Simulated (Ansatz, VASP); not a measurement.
**BN in VASP and in Ansatz**

The input INCAR:

```
ALGO = Normal ; EDIFF = 1E-6
ENCUT = 520 ; GGA = CA
ISIF = 2 ; ISMEAR = 0
LASPH = True ; LCHARG = True
LELF = True ; LREAL = False
LVHAR = True ; LWAVE = False
NBANDS = 16 ; NELM = 60
PREC = Accurate ; SIGMA = 0.05
```

File KPOINTS:

```
k-points
0
Gamma
  12 12 4
```

Contents of POSCAR:

```
BN
1.0
    2.5047412960      0.0000000000      0.0000000000
   -1.2523706480      2.1691695923      0.0000000000
    0.0000000000      0.0000000000      5.7954704107
B N
2 2
Direct
    0.3333333333      0.6666666667      0.2500000000
    0.6666666667      0.3333333333      0.7500000000
    0.3333333333      0.6666666667      0.7500000000
    0.6666666667      0.3333333333      0.2500000000
```

Input for Ansatz:

```yaml
crystal:
  lattice:
    - [2.504741296, 0.0, 0.0]
    - [-1.252370648, 2.1691695923, 0.0]
    - [0.0, 0.0, 5.7954704107]
  atoms:
    - { symbol: B, position: [0.3333333333, 0.6666666667, 0.25] }
    - { symbol: B, position: [0.6666666667, 0.3333333333, 0.75] }
    - { symbol: "N", position: [0.3333333333, 0.6666666667, 0.75] }
    - { symbol: "N", position: [0.6666666667, 0.3333333333, 0.25] }
basis:
  ecutwfc: 520.0
kpoints:
  mp_grid: { grid: [12, 12, 4] }
hamiltonian:
  xc: lda
  pseudopotentials: { kind: paw, azcp: { folder: soft_1 } }
scf:
  occupations: { method: gaussian, width: 0.05 }
output:
  forces: true
  stress: true
  eigenvalues: true
```

Alike in both runs: task single point; functional LDA; k mesh 12 × 12 × 4; occupations gaussian, width 0.05 eV; no spin polarisation.

|  | VASP | Ansatz |
| --- | --- | --- |
| version | VASP 6.6.1 | Ansatz 0.2.0 |
| potentials or method | VASP PAW LDA potentials, release 64 (B, N), cutoff 520 eV | scalar-relativistic, plane waves, PAW |
| valence electrons in the cell | 16 | 16 |

```tsv
	VASP	Ansatz	Ansatz less VASP
gap on the k mesh at the Fermi level (eV)	3.89	3.90	+0.012
least direct gap on the mesh (eV)	4.12	4.13	+0.010
pressure (GPa)	-2.3	-3.0	-0.68
traceless stress, the component that is largest in VASP (GPa)	8.08	8.94	+0.865
```

Ansatz warns that its potentials were made for another functional, while VASP's fit it. LDA's correlation is that of Perdew and Zunger in VASP and of Perdew and Wang (1992) in Ansatz.
